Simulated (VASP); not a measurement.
# MnO2 (R-3m) in VASP: notebook

The runs below take MnO2 through single point, with PBE, PBEsol+D3(BJ), PBEsol.

Everything below comes from runs of VASP 6.6.1. Logs are shortened: lines on timing, memory, paths and dates and some standing lists are left out, and cuts for length are marked.

## Step 1: The cell of the first run

Symmetry: R-3m, No. 166, trigonal system. Conventional cell: a = 2.913 Å, b = 2.913 Å, c = 14.022 Å, α = 90.00°, β = 90.00°, γ = 120.00°. Within 2.6 Å of Mn (site symmetry -3m) lie 6 O at 1.94 Å. Within 2.6 Å of O (site symmetry 3m) lie 3 Mn at 1.94 Å and 3 O at 2.56 Å.

## Step 2: Single point, PBE, collinear spin, ferromagnetic start

File INCAR:

```
SYSTEM = MnO2
ALGO     = Normal         ! electronic algorithm
EDIFF    = 1E-7           ! SCF threshold, eV
ENCUT    = 520            ! plane-wave cutoff, eV
GGA      = PE             ! functional
ISIF     = 2              ! what is computed and relaxed
ISMEAR   = -1             ! smearing method
ISPIN    = 2              ! spin polarisation
LASPH    = .TRUE.         ! aspherical terms in the spheres
LCHARG   = .FALSE.        ! write CHGCAR
LMAXMIX  = 4              ! l up to which the mixer works
LORBIT   = 11             ! projections on sites
LREAL    = .FALSE.        ! projectors in reciprocal space
LWAVE    = .FALSE.        ! write WAVECAR
MAGMOM   = 4 0 0          ! initial moments
NBANDS   = 24             ! bands
NELM     = 150            ! most SCF steps
PREC     = Accurate       ! precision mode
SIGMA    = 0.05           ! smearing width, eV
```

File KPOINTS:

```
k-points
0
G
  11 11 11
  0 0 0
```

File POSCAR:

```
MnO2
1.0
    1.4564504782      0.8408820756      4.6738353618
   -1.4564504782      0.8408820756      4.6738353618
    0.0000000000     -1.6817641514      4.6738353618
Mn O
1 2
Direct
    0.0000000000      0.0000000000      0.0000000000
    0.7356355100      0.7356355100      0.7356355100
    0.2643644900      0.2643644900      0.2643644900
```

Potentials or basis: VASP PAW PBE potentials, release 64 (Mn_pv, O).

Launch:

```sh
$ cat potpaw_PBE.64/Mn_pv/POTCAR potpaw_PBE.64/O/POTCAR > POTCAR
$ mpirun -np 1 vasp_std > vasp.out
```

OUTCAR:

```text
SYSTEM = MnO2
   EDIFF = 1E-7
   ENCUT = 520
   GGA = PE
   ISIF = 2
   ISMEAR = -1
   ISPIN = 2
   LASPH = .TRUE.
   LORBIT = 11
   LREAL = .FALSE.
   NELM = 150
   PREC = Accurate

 ion  position               nearest neighbor table
   1  0.000  0.000  0.000-   2 1.94   2 1.94   3 1.94   3 1.94   2 1.94   3 1.94
   2  0.736  0.736  0.736-   1 1.94   1 1.94   1 1.94
   3  0.264  0.264  0.264-   1 1.94   1 1.94   1 1.94

  LATTYP: Found a trigonal (rhomboedric) cell.
 ALAT       =     4.9671991756
 COS(alpha) =     0.8280515398

  Lattice vectors:

 A1 = (   1.4564504782,   0.8408820756,   4.6738353618)
 A2 = (  -1.4564504782,   0.8408820756,   4.6738353618)
 A3 = (   0.0000000000,  -1.6817641514,   4.6738353618)

Analysis of symmetry for initial positions (statically):
=====================================================================
 Subroutine PRICEL returns:
 Original cell was already a primitive cell.

 Routine SETGRP: Setting up the symmetry group for a
 trigonal (rhombohedral) supercell.

 Subroutine GETGRP returns: Found 12 space group operations
 (whereof 12 operations were pure point group operations)
 out of a pool of 12 trial point group operations.

The static configuration has the point symmetry D_3d.

Analysis of symmetry for dynamics (positions and initial velocities):
=====================================================================
 Subroutine PRICEL returns:
 Original cell was already a primitive cell.

 Routine SETGRP: Setting up the symmetry group for a
 trigonal (rhombohedral) supercell.

 Subroutine GETGRP returns: Found 12 space group operations
 (whereof 12 operations were pure point group operations)
 out of a pool of 12 trial point group operations.

The dynamic configuration has the point symmetry D_3d.

Analysis of structural, dynamic, and magnetic symmetry:
=====================================================================
 Subroutine PRICEL returns:
 Original cell was already a primitive cell.

 Routine SETGRP: Setting up the symmetry group for a
 trigonal (rhombohedral) supercell.

 Subroutine GETGRP returns: Found 12 space group operations
 (whereof 12 operations were pure point group operations)
 out of a pool of 12 trial point group operations.

The overall configuration has the point symmetry D_3d.

 Subroutine INISYM returns: Found 12 space group operations
 (whereof 12 operations are pure point group operations),
 and found     1 'primitive' translations

----------------------------------------------------------------------------------------

                                     Primitive cell
[... 119 lines left out ...]
   LHFCALC =     F    Hartree Fock is set to
   AEXX    =    0.0000 exact exchange contribution
   IVDW    =     0    specifies the selected vdW correction
   LEPSILON=     F    determine dielectric tensor
   LRPA    =     F    only Hartree local field effects (RPA)
 spin polarized calculation
  energy-cutoff  :      520.00
  volume of cell :       34.34
 maximum number of plane-waves:       956
 NGX is ok and might be reduce to    40
   NGX = 19   NGY = 19   NGZ = 19

 number of electron      25.0000001 magnetization       3.0000835

 Free energy of the ion-electron system (eV)
  ---------------------------------------------------
  ext. energy  EPLUGINS =         0.00000000
  ---------------------------------------------------
  free energy    TOTEN  =       -23.81224104 eV

  energy without entropy =      -23.81223982  energy(sigma->0) =      -23.81224043

 E-fermi :   3.0705     XC(G=0): -10.5261

 val. band max:        2.5329657181   @ k =  -0.4545   0.4545   0.3636
 cond. band min:       3.5698284233   @ k =   0.0000   0.0000   0.0000
 fundamental gap:      1.0368627052
 Fermi energy:         3.0704719540

 spin component 1

 k-point     1 :       0.0000    0.0000    0.0000
  band No.  band energies     occupation
      1     -47.6621      1.00000
      2     -47.6621      1.00000
      3     -47.6598      1.00000
      4     -16.5042      1.00000
      5     -14.4100      1.00000
      6      -3.2667      1.00000
[... 637 lines left out ...]
     23      22.7667      0.00000
     24      25.8601      0.00000

 [... further k-points ...]

 spin component 2

 k-point     1 :       0.0000    0.0000    0.0000
  band No.  band energies     occupation
      1     -44.5436      1.00000
      2     -44.5436      1.00000
      3     -44.3677      1.00000
      4     -16.3989      1.00000
      5     -14.3525      1.00000
      6      -2.4220      1.00000
[... 637 lines left out ...]
     23      23.3238      0.00000
     24      26.2522      0.00000

 [... further k-points ...]

------------------------ aborting loop because EDIFF is reached ----------------------------------------

  FORCE on cell =-STRESS in cart. coord.  units (eV):
  Direction    XX          YY          ZZ          XY          YZ          ZX
  --------------------------------------------------------------------------------------
  -------------------------------------------------------------------------------------
  Total       -1.2697499     -1.2697499     -0.5987959      0.0000000      0.0000000      0.0000000
  in kB      -59.2343025    -59.2343025    -27.9340490      0.0000000      0.0000000      0.0000000
  external PRESSURE =     -48.8008847 kB  Pullay stress =       0.0000000 kB

 VOLUME and BASIS-vectors are now :
 -----------------------------------------------------------------------------
  energy-cutoff  :      520.00
  volume of cell :       34.34
      direct lattice vectors                 reciprocal lattice vectors
     1.456450478  0.840882076  4.673835362     0.343300378  0.198204566  0.071319015
    -1.456450478  0.840882076  4.673835362    -0.343300378  0.198204566  0.071319015
     0.000000000 -1.681764151  4.673835362     0.000000000 -0.396409132  0.071319015

 POSITION                                       TOTAL-FORCE (eV/Angst)
 -----------------------------------------------------------------------------------
      0.00000      0.00000      0.00000        -0.000000     -0.000000      0.000000
      0.00000     -0.00000     10.31472         0.000000      0.000000     -0.472368
      0.00000     -0.00000      3.70679         0.000000     -0.000000      0.472368
 -----------------------------------------------------------------------------------
    total drift:                               -0.000000     -0.000000      0.000000

  FREE ENERGIE OF THE ION-ELECTRON SYSTEM (eV)
  ---------------------------------------------------
  free  energy   TOTEN  =       -23.8122410398 eV

  energy  without entropy=      -23.8122398201  energy(sigma->0) =      -23.81224043

 total charge

# of ion       s       p       d       tot
------------------------------------------
    1        0.333   6.418   4.865  11.616
    2        1.582   3.384   0.000   4.966
    3        1.582   3.384   0.000   4.966
--------------------------------------------------
tot          3.497  13.186   4.865  21.548

 magnetization (x)

# of ion       s       p       d       tot
------------------------------------------
    1        0.031   0.037   2.823   2.891
    2        0.004   0.014   0.000   0.017
    3        0.004   0.014   0.000   0.017
--------------------------------------------------
tot          0.038   0.065   2.823   2.925
```

It took 12 min on 1 thread of Intel Xeon 8259CL, shared host; peak memory 0.41 GiB.

Results:

```
Free energy                                           : -23.8122 eV
Pressure                                              : -4.9 GPa
Largest force                                         : 0.472 eV/Å
Band gap on the k mesh                                : 1.04 eV (least direct gap 1.12 eV)
Net moment                                            : 3.00 μB per cell
Site moments                                          : Mn +2.89; O +0.02 μB
Valence electrons inside the program's atomic spheres : Mn 11.62; O 4.97
```

Forces on the atoms (eV/Å):
```
Mn   0.000  0.000  0.000
O    0.000  0.000 -0.472
O    0.000  0.000  0.472
```

Caveat: the cell stands under tension; an odd mesh through Γ misses points on the zone boundary, where band edges can lie; a cell with one magnetic atom can't hold antiferromagnetic order, which such compounds often take.

(Part 1 of 2 ends here.)
